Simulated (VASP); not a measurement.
# Zr (P6_3/mmc) in VASP: single point with PBE

Aim: the single point of Zr with PBE.

Program: VASP 6.6.1. These are calculated values, not measurements. Logs are shortened: lines on timing, memory, paths and dates and some standing lists are left out, and cuts for length are marked.

**1. The cell of the first run**

It takes space group P6_3/mmc (No. 194, hexagonal). Conventional cell: a = 3.231 Å, b = 3.231 Å, c = 5.175 Å, α = 90.00°, β = 90.00°, γ = 120.00°. Zr (site symmetry -6m2) has 12 Zr at 3.19 to 3.23 Å within 4.2 Å.

**2. Single point, PBE**

INCAR

```
  ALGO = Normal
  EDIFF = 1E-7
  ENCUT = 520
  GGA = PE
  ISIF = 2
  ISMEAR = -1
  LASPH = T
  LCHARG = F
  LREAL = F
  LWAVE = F
  NBANDS = 32
  NELM = 100
  PREC = Accurate
  SIGMA = 0.08
```

KPOINTS

```
k-points
0
Gamma
  13 8 8
```

POSCAR

```
Zr
1.0
   -1.6155496479      2.7982140722      0.0000000000
    0.0000000000      0.0000000000      5.1751358139
    4.8466489435      2.7982140722      0.0000000000
Zr
4
Direct
    0.5000000000      0.2500000000      0.1666666670
    0.0000000000      0.2500000000      0.6666666670
    0.0000000000      0.7500000000      0.3333333330
    0.5000000000      0.7500000000      0.8333333330
```

Potentials or basis: VASP PAW PBE potentials, release 64 (Zr_sv).

Started as:

```console
> cat potpaw_PBE.64/Zr_sv/POTCAR > POTCAR
> mpirun -np 1 vasp_std > vasp.out
```

OUTCAR:

```text
EDIFF = 1E-7
   ENCUT = 520
   GGA = PE
   ISIF = 2
   ISMEAR = -1
   LASPH = T
   LREAL = F
   NELM = 100
   PREC = Accurate

 ion  position               nearest neighbor table
   1  0.500  0.250  0.167-   3 3.19   3 3.19   3 3.19   3 3.19   4 3.19   4 3.19   2 3.23   2 3.23
                             2 3.23   2 3.23
   2  0.000  0.250  0.667-   4 3.19   4 3.19   4 3.19   4 3.19   3 3.19   3 3.19   1 3.23   1 3.23
                             1 3.23   1 3.23
   3  0.000  0.750  0.333-   1 3.19   1 3.19   1 3.19   1 3.19   2 3.19   2 3.19   4 3.23   4 3.23
                             4 3.23   4 3.23
   4  0.500  0.750  0.833-   2 3.19   2 3.19   2 3.19   2 3.19   1 3.19   1 3.19   3 3.23   3 3.23
                             3 3.23   3 3.23

  LATTYP: Found a simple orthorhombic cell.
 ALAT       =     3.2310992957
 B/A-ratio  =     1.6016641212
 C/A-ratio  =     1.7320508076

  Lattice vectors:

 A1 = (  -1.6155496479,   2.7982140722,   0.0000000000)
 A2 = (   0.0000000000,   0.0000000000,   5.1751358139)
 A3 = (   4.8466489435,   2.7982140722,   0.0000000000)

Analysis of symmetry for initial positions (statically):
=====================================================================
 Subroutine PRICEL returns following result:

  LATTYP: Found a hexagonal cell.
 ALAT       =     3.2310992957
 C/A-ratio  =     1.6016641212

  Lattice vectors:

 A1 = (   1.6155496478,   2.7982140722,   0.0000000000)
 A2 = (  -3.2310992957,   0.0000000000,   0.0000000000)
 A3 = (   0.0000000000,   0.0000000000,   5.1751358139)

   2 primitive cells build up your supercell.

 Routine SETGRP: Setting up the symmetry group for a
 simple orthorhombic supercell.

 Subroutine GETGRP returns: Found  8 space group operations
 (whereof  4 operations were pure point group operations)
 out of a pool of  8 trial point group operations.

The static configuration has the point symmetry C_2h.
 The point group associated with its full space group is D_2h.

Analysis of symmetry for dynamics (positions and initial velocities):
=====================================================================
 Subroutine PRICEL returns following result:

  LATTYP: Found a hexagonal cell.
 ALAT       =     3.2310992957
 C/A-ratio  =     1.6016641212

  Lattice vectors:

 A1 = (   1.6155496478,   2.7982140722,   0.0000000000)
 A2 = (  -3.2310992957,   0.0000000000,   0.0000000000)
 A3 = (   0.0000000000,   0.0000000000,   5.1751358139)

   2 primitive cells build up your supercell.

 Routine SETGRP: Setting up the symmetry group for a
 simple orthorhombic supercell.

 Subroutine GETGRP returns: Found  8 space group operations
 (whereof  4 operations were pure point group operations)
 out of a pool of  8 trial point group operations.

The dynamic configuration has the point symmetry C_2h.
 The point group associated with its full space group is D_2h.

 Subroutine INISYM returns: Found  8 space group operations
 (whereof  4 operations are pure point group operations),
 and found     2 'primitive' translations

----------------------------------------------------------------------------------------

                                     Primitive cell

  volume of cell :      46.7900

  direct lattice vectors                    reciprocal lattice vectors
     1.615549648  2.798214072  0.000000000     0.000000000  0.357370799  0.000000000
    -3.231099296  0.000000000  0.000000000    -0.309492191  0.178685400  0.000000000
     0.000000000  0.000000000  5.175135814     0.000000000  0.000000000  0.193231644

  length of vectors
     3.231099296  3.231099296  5.175135814     0.357370799  0.357370799  0.193231644

  position of ions in fractional coordinates (direct lattice)
     0.666666667  0.333333333  0.250000000
     0.333333333  0.666666667  0.750000000

  ion indices of the primitive-cell ions
   primitive index   ion index
                 1           1
                 2           4

----------------------------------------------------------------------------------------

 KPOINTS: k-points

Automatic generation of k-mesh.
 Grid dimensions read from file:
 generate k-points for:   13    8    8

 Generating k-lattice:

  Cartesian coordinates                     Fractional coordinates (reciprocal lattice)
    -0.011903546  0.020617546  0.000000000     0.076923077  0.000000000  0.000000000
     0.000000000  0.000000000  0.024153955     0.000000000  0.125000000  0.000000000
     0.019343262  0.011167837  0.000000000    -0.000000000  0.000000000  0.125000000

  Length of vectors
     0.023807092  0.024153955  0.022335675

  Shift w.r.t. Gamma in fractional coordinates (k-lattice)
     0.000000000  0.000000000  0.000000000

 Subroutine IBZKPT returns following result:
 ===========================================

 Found    175 irreducible k-points:

 Following reciprocal coordinates:
            Coordinates               Weight
  0.000000  0.000000  0.000000      1.000000
  0.076923  0.000000  0.000000      2.000000
  0.153846  0.000000  0.000000      2.000000
  0.230769  0.000000  0.000000      2.000000
  0.307692  0.000000  0.000000      2.000000
  0.384615  0.000000  0.000000      2.000000
[... 16 lines left out ...]
  0.076923  0.375000  0.000000      4.000000
  0.153846  0.375000  0.000000      4.000000
 [... further k-points ...]
   k-points           NKPTS =    175   k-points in BZ     NKDIM =    175   number of bands    NBANDS=     32
   number of dos      NEDOS =    301   number of ions     NIONS =      4
   total plane-waves  NPLWV =  40320
   dimension x,y,z NGX =    24 NGY =   40 NGZ =   42
   dimension x,y,z NGXF=    48 NGYF=   80 NGZF=   84
   ions per type =               4
   NGX,Y,Z   is equivalent  to a cutoff of  12.35, 12.85, 12.48 a.u.
   NGXF,Y,Z  is equivalent  to a cutoff of  24.70, 25.70, 24.95 a.u.
 SYSTEM =  unknown system
   PREC   = accura    normal or accurate (medium, high low for compatibility)
   ISTART =      0    job   : 0-new  1-cont  2-samecut
   ICHARG =      2    charge: 1-file 2-atom 10-const
   ISPIN  =      1    spin polarized calculation?
   LNONCOLLINEAR =      F non collinear calculations
   LSORBIT =      F    spin-orbit coupling
   LASPH  =      T    aspherical Exc in radial PAW
   ENCUT  =  520.0 eV  38.22 Ry    6.18 a.u.   6.01  9.62 10.41*2*pi/ulx,y,z
   NELM   =    100;   NELMIN=  2; NELMDL= -5     # of ELM steps
   EDIFF  = 0.1E-06   stopping-criterion for ELM
   LREAL  =      F    real-space projection
   EDIFFG = 0.1E-05   stopping-criterion for IOM
   NSW    =      0    number of steps for IOM
   IBRION =     -1    ionic relax: 0-MD 1-quasi-New 2-CG
   NFREE  =      0    steps in history (QN), initial steepest desc. (CG)
   ISIF   =      2    stress and relaxation
   ISYM   =      2    0-nonsym 1-usesym 2-fastsym
   POTIM  = 0.5000    time-step for ionic-motion
   TEBEG  =    0.0;   TEEND  =   0.0 temperature during run
   PSTRESS=    0.0 pullay stress
   NELECT =      48.0000    total number of electrons
   NUPDOWN=      -1.0000    fix difference up-down
   EMIN   =  10.00;   EMAX   =-10.00  energy-range for DOS
   EFERMI =   0.00;   METHOD = LEGACY
   ISMEAR =    -1;   SIGMA  =   0.08  broadening in eV -4-tet -1-fermi 0-gaus
   EFERMI_NEDOS =   21; number of points for ismear=-14 and -15
   IALGO  =     38    algorithm
   IMIX   =      4    mixing-type and parameters
     AMIX     =   0.40;   BMIX     =  1.00
     AMIX_MAG =   1.60;   BMIX_MAG =  1.00
  volume/ion in A,a.u.               =      23.39       157.88
  Fermi-wavevector in a.u.,A,eV,Ry     =   1.310472  2.476432 23.365769  1.717336
  Thomas-Fermi vector in A             =   2.440999
   LORBIT       =      0    0 simple, 1 ext, 2 COOP (PROOUT), +10 PAW based schemes
   GGA     = PE    functional components
   LHFCALC =     F    Hartree Fock is set to
   AEXX    =    0.0000 exact exchange contribution
   IVDW    =     0    specifies the selected vdW correction
   LEPSILON=     F    determine dielectric tensor
   LRPA    =     F    only Hartree local field effects (RPA)
 non-spin polarized calculation
  energy-cutoff  :      520.00
  volume of cell :       93.58
 maximum number of plane-waves:      2546
   NGX = 13   NGY = 19   NGZ = 21

 number of electron      47.9999999 magnetization

 Free energy of the ion-electron system (eV)
  ---------------------------------------------------
  ext. energy  EPLUGINS =         0.00000000
  ---------------------------------------------------
  free energy    TOTEN  =       -34.12480475 eV

  energy without entropy =      -34.03554962  energy(sigma->0) =      -34.08017719

 E-fermi :   8.9271     XC(G=0): -11.0597

 val. band max:        8.9176863837   @ k =   0.1538   0.0000   0.1250
 cond. band min:       8.9297595502   @ k =   0.3077   0.5000   0.2500
 fundamental gap:      0.0120731665
 Fermi energy:         8.9271293900

 k-point     1 :       0.0000    0.0000    0.0000
  band No.  band energies     occupation
      1     -39.9040      2.00000
      2     -39.7701      2.00000
      3     -39.7559      2.00000
      4     -39.7217      2.00000
      5     -18.4113      2.00000
      6     -18.2503      2.00000
[... 24 lines left out ...]
     31      10.4869      0.00000
     32      11.1086      0.00000

 k-point     2 :       0.0769    0.0000    0.0000
  band No.  band energies     occupation
      1     -39.8989      2.00000
      2     -39.7675      2.00000
      3     -39.7537      2.00000
      4     -39.7219      2.00000
      5     -18.3979      2.00000
      6     -18.2386      2.00000
[... 24 lines left out ...]
     31      10.5973      0.00000
     32      10.9404      0.00000
[... 733 lines left out ...]
     31      10.8083      0.00000
     32      11.9995      0.00000

 k-point    24 :       0.1538    0.3750    0.0000
  band No.  band energies     occupation
      1     -39.8428      2.00000
      2     -39.7904      2.00000
      3     -39.7488      2.00000
      4     -39.7344      2.00000
      5     -18.2855      2.00000
      6     -18.2231      2.00000
[... 24 lines left out ...]
     31      10.9207      0.00000
     32      11.8069      0.00000

 [... further k-points ...]

------------------------ aborting loop because EDIFF is reached ----------------------------------------

  FORCE on cell =-STRESS in cart. coord.  units (eV):
  Direction    XX          YY          ZZ          XY          YZ          ZX
  --------------------------------------------------------------------------------------
  -------------------------------------------------------------------------------------
  Total        0.0087404      0.0016208      0.0050219      0.0061657      0.0000000      0.0000000
  in kB        0.1496442      0.0277502      0.0859798      0.1055633      0.0000000      0.0000000
  external PRESSURE =       0.0877914 kB  Pullay stress =       0.0000000 kB

 VOLUME and BASIS-vectors are now :
 -----------------------------------------------------------------------------
  energy-cutoff  :      520.00
  volume of cell :       93.58
      direct lattice vectors                 reciprocal lattice vectors
    -1.615549648  2.798214072  0.000000000    -0.154746095  0.268028100  0.000000000
     0.000000000  0.000000000  5.175135814     0.000000000  0.000000000  0.193231644
     4.846648943  2.798214072  0.000000000     0.154746095  0.089342700  0.000000000

 POSITION                                       TOTAL-FORCE (eV/Angst)
 -----------------------------------------------------------------------------------
      0.00000      1.86548      1.29378         0.000670      0.000387      0.000000
      3.23110      1.86548      1.29378         0.000670      0.000387     -0.000000
      1.61555      0.93274      3.88135        -0.000670     -0.000387     -0.000000
      3.23110      3.73095      3.88135        -0.000670     -0.000387     -0.000000
 -----------------------------------------------------------------------------------
    total drift:                                0.000000      0.000000     -0.000000

  FREE ENERGIE OF THE ION-ELECTRON SYSTEM (eV)
  ---------------------------------------------------
  free  energy   TOTEN  =       -34.1248047496 eV

  energy  without entropy=      -34.0355496214  energy(sigma->0) =      -34.08017719
```

It took 3.1 min on 1 thread of Intel Xeon 6975P-C (Granite Rapids), shared host; peak memory 0.45 GiB.

What came out:

```yaml
Free_energy: -34.1248 eV
Pressure: 0.0 GPa
Band_gap_on_the_k_mesh: zero (bands 24 and 25 overlap by 1.10 eV)
```
